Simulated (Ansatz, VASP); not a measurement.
## Two plane-wave programs on MgAgC6N6

Contents of INCAR:

```
SYSTEM = MgAgC6N6
  PREC = Accurate
  ENCUT = 520
  EDIFF = 1E-6
  ISMEAR = 0
  SIGMA = 0.1
  LREAL = .False.
  LASPH = .True.
  NELM = 60
  ALGO = Normal
  ISIF = 2
  LWAVE = .False.
  LCHARG = .True.
  GGA = PE
  LELF = .True.
  LVHAR = .True.
  NBANDS = 46
```

KPOINTS

```
Automatic mesh
0
Gamma
  4 4 4
  0 0 0
```

File POSCAR:

```
MgAgC6N6
1.0
    0.0000000000      5.2700000000      5.2700000000
    5.2700000000      0.0000000000      5.2700000000
    5.2700000000      5.2700000000      0.0000000000
Mg Ag C N
1 1 6 6
Direct
    0.0000000000      0.0000000000      0.0000000000
    0.5000000000      0.5000000000      0.5000000000
    0.8121442100      0.1878557900      0.1878557900
    0.1878557900      0.8121442100      0.1878557900
    0.1878557900      0.1878557900      0.8121442100
    0.1878557900      0.8121442100      0.8121442100
    0.8121442100      0.1878557900      0.8121442100
    0.8121442100      0.8121442100      0.1878557900
    0.7011385200      0.2988614800      0.2988614800
    0.2988614800      0.7011385200      0.2988614800
    0.2988614800      0.2988614800      0.7011385200
    0.2988614800      0.7011385200      0.7011385200
    0.7011385200      0.2988614800      0.7011385200
    0.7011385200      0.7011385200      0.2988614800
```

Input for Ansatz:

```yaml
crystal:
  lattice:
    - [0.0, 5.27, 5.27]
    - [5.27, 0.0, 5.27]
    - [5.27, 5.27, 0.0]
  atoms:
    - { symbol: Mg, position: [0.0, 0.0, 0.0] }
    - { symbol: Ag, position: [0.5, 0.5, 0.5] }
    - { symbol: C, position: [0.81214421, 0.18785579, 0.18785579] }
    - { symbol: C, position: [0.18785579, 0.81214421, 0.18785579] }
    - { symbol: C, position: [0.18785579, 0.18785579, 0.81214421] }
    - { symbol: C, position: [0.18785579, 0.81214421, 0.81214421] }
    - { symbol: C, position: [0.81214421, 0.18785579, 0.81214421] }
    - { symbol: C, position: [0.81214421, 0.81214421, 0.18785579] }
    - { symbol: "N", position: [0.70113852, 0.29886148, 0.29886148] }
    - { symbol: "N", position: [0.29886148, 0.70113852, 0.29886148] }
    - { symbol: "N", position: [0.29886148, 0.29886148, 0.70113852] }
    - { symbol: "N", position: [0.29886148, 0.70113852, 0.70113852] }
    - { symbol: "N", position: [0.70113852, 0.29886148, 0.70113852] }
    - { symbol: "N", position: [0.70113852, 0.70113852, 0.29886148] }
basis:
  ecutwfc: 420
kpoints:
  mp_grid: { grid: [4, 4, 4] }
hamiltonian:
  xc: pbe
scf:
  occupations: { method: gaussian, width: 0.1 }
  lower_state_search: "off"
output:
  forces: true
  stress: true
  eigenvalues: true
```

Alike in both runs: task single point; functional PBE; k mesh 4 × 4 × 4; occupations gaussian, width 0.1 eV; no spin polarisation.

|  | VASP | Ansatz |
| --- | --- | --- |
| version | VASP 6.6.1 | Ansatz 0.2.0 |
| potentials or method | VASP PAW PBE potentials, release 64 (Mg, Ag, C, N), cutoff 520 eV | scalar-relativistic, plane waves, PAW |
| valence electrons in the cell | 67 | 83 |

|  | VASP | Ansatz | Ansatz less VASP |
| --- | --- | --- | --- |
| gap on the k mesh at the Fermi level (eV) | none | none | - |
| pressure (GPa) | 6.6 | 6.2 | -0.42 |
| rms of the force components (eV/Å) | 0.951 | 1.071 | +0.1201 |

Atom by atom the forces differ by 0.201 eV/Å (rms over components). A gap of «none» marks a metal or a gap that the smearing closes. VASP's potentials hold 67 valence electrons a cell and Ansatz's 83, so a difference there can come from the potentials and not from the codes.

Noted on VASP's run: the standard files for N, O and F lose accuracy on very short bonds.
